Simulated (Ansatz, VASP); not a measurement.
# In in VASP and in Ansatz

```
CELL_PARAMETERS angstrom
5.93588 0.00000 0.00000
0.00000 5.93588 0.00000
0.00000 0.00000 5.93588
ATOMIC_POSITIONS crystal
In 0.00000 0.00000 0.00000
In 0.50000 0.50000 0.50000
In 0.25000 0.00000 0.50000
In 0.75000 0.00000 0.50000
In 0.50000 0.25000 0.00000
In 0.50000 0.75000 0.00000
In 0.00000 0.50000 0.25000
In 0.00000 0.50000 0.75000
```

Alike in both runs: task relaxation of cell and atoms; functional PBE; k mesh 5 × 5 × 5; occupations fermi-dirac, width 0.1 eV; no spin polarisation.

|  | VASP | Ansatz |
| --- | --- | --- |
| version | VASP 6.6.1 | Ansatz 0.2.0 |
| potentials or method | VASP PAW PBE potentials, release 64 (In_d), cutoff 600 eV | plane waves (420 eV) with PAW, scalar-relativistic |
| valence electrons in the cell | 104 | 104 |

|  | VASP | Ansatz | Ansatz less VASP |
| --- | --- | --- | --- |
| relaxed volume (Å³/atom) | 28.26 | 28.26 | -0.002 |
| relaxed cell length with the largest relative difference (Å) | 6.092 | 6.092 | -0.0002 |
